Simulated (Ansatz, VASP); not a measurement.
## Two plane-wave programs on ZnS

```
Zn S
1.0
     0.00000    2.50903    2.50903
     2.50903    0.00000    2.50903
     2.50903    2.50903    0.00000
Zn S
1 1
Direct
  0.00000 0.00000 0.00000
  0.50000 0.50000 0.50000
```

Alike in both runs: functional PBEsol; k mesh 16 × 16 × 16; occupations fermi-dirac, width 0.05 eV; no spin polarisation.

Ansatz relaxed the structure, and its values are those at the end. VASP's run is a single point on that final structure, the one shown.

|  | VASP | Ansatz |
| --- | --- | --- |
| version | VASP 6.6.1 | Ansatz 0.2.0 |
| potentials or method | VASP PAW PBE potentials, release 64 (Zn, S) | PAW with Ansatz's default frozen-core files, scalar-relativistic |
| plane-wave cutoff (eV) | 500 | 420 |
| valence electrons in the cell | 18 | 18 |

```tsv
	VASP	Ansatz	Ansatz less VASP
pressure (GPa)	0.3	0.0	-0.27
```

VASP's potentials were made for PBE, not for PBEsol.
